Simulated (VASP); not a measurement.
Set up this calculation in VASP 6.6.1, as the native input.

- Task: single point
- Functional: PBE
- Potentials or basis: VASP PAW PBE potentials, release 64 (Nb_sv, B)
- Cutoff: 520 eV
- k mesh: 6 × 6 × 6
- Occupations: gaussian, width 0.1 eV
- Spin: no spin polarisation
- Dipole correction: no
- Further INCAR settings: ALGO = Normal; EDIFF = 1e-06; NBANDS = 22

The structure of Nb2B lies in POSCAR:

```
Nb2B
1.0
    0.0000000000      2.8170727857      2.8170727857
    2.8170727857      0.0000000000      2.8170727857
    2.8170727857      2.8170727857      0.0000000000
Nb B
2 1
Direct
    0.2500000000      0.2500000000      0.2500000000
    0.7500000000      0.7500000000      0.7500000000
    0.0000000000      0.0000000000      0.0000000000
```

The input as run:

INCAR

```
ALGO = Normal
EDIFF = 1E-6
ENCUT = 520
GGA = PE
ISIF = 2
ISMEAR = 0
LASPH = T
LCHARG = T
LELF = T
LREAL = F
LVHAR = T
LWAVE = F
NBANDS = 22
NELM = 100
PREC = Accurate
SIGMA = 0.1
```

KPOINTS

```
k-points
0
Gamma
  6 6 6
```

Potentials or basis: VASP PAW PBE potentials, release 64 (Nb_sv, B).

The run is started by

```sh
$ cat potpaw_PBE.64/Nb_sv/POTCAR potpaw_PBE.64/B/POTCAR > POTCAR
$ mpirun -np 1 vasp_std > vasp.out
```

Results of the run:

```
Pressure : -0.2 GPa
```

Wall time 10 s on 1 thread of Intel(R) Xeon(R) 6975P-C (Granite Rapids) (shared host), peak memory 0.16 GiB.
